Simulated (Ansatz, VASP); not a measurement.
**AlGaN: VASP beside Ansatz**

```
Al Ga N
1.0
     5.29104    0.00000    0.00000
     0.00000    5.29104    0.00000
     0.00000    0.00000    4.12143
Al Ga N
2 2 2
Direct
  0.50000 0.00000 0.00000
  0.00000 0.50000 0.50000
  0.50000 0.50000 0.00000
  0.50000 0.50000 0.50000
  0.00000 0.50000 0.00000
  0.50000 0.00000 0.50000
```

Alike in both runs: functional PBE; k mesh 4 × 4 × 4; occupations gaussian, width 0.1 eV; no spin polarisation.

Ansatz relaxed the structure, and its values are those at the end. VASP's run is a single point on that final structure, the one shown.

```csv
,VASP,Ansatz
version,VASP 6.6.1,Ansatz 0.2.0
potentials or method,"VASP PAW PBE potentials, release 64 (Al, Ga_d, N), cutoff 520 eV","scalar-relativistic, plane waves, PAW"
valence electrons in the cell,42,42
```

|  | VASP | Ansatz | Ansatz less VASP |
| --- | --- | --- | --- |
| gap on the k mesh at the Fermi level (eV) | none | none | - |
| pressure (GPa) | 0.3 | 0.1 | -0.11 |

A gap of «none» marks a metal or a gap that the smearing closes. With one functional, cell and mesh, what is left measures potentials, basis and numerics.

The k mesh is coarse, so the values compare programs but aren't converged.
